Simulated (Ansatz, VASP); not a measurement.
## One calculation of C, two programs

```
CELL_PARAMETERS angstrom
0.00000 1.38596 1.38596
1.38596 0.00000 1.38596
1.38596 1.38596 0.00000
ATOMIC_POSITIONS crystal
C 0.00000 0.00000 0.00000
```

Change from the starting cell: volume scaled by 0.76, LAPW.

Alike in both runs: task single point; functional PBEsol; k mesh 24 × 24 × 24; occupations fermi-dirac, width 0.08 eV; no spin polarisation.

```csv
,VASP,Ansatz
version,VASP 6.6.1,Ansatz 0.2.0
potentials or method,"VASP PAW PBE potentials, release 64 (C), cutoff 520 eV","all-electron LAPW, scalar-relativistic"
```

```tsv
	VASP	Ansatz	Ansatz less VASP
pressure (GPa)	76.5	75.8	-0.70
```

VASP's potentials were made for PBE, not for PBEsol. Both programs put the cell under a high pressure, so it lies far from rest at this level. Ansatz ran all-electron here, and VASP with PAW potentials.

Noted on VASP's run: the cell as given lies far from equilibrium.
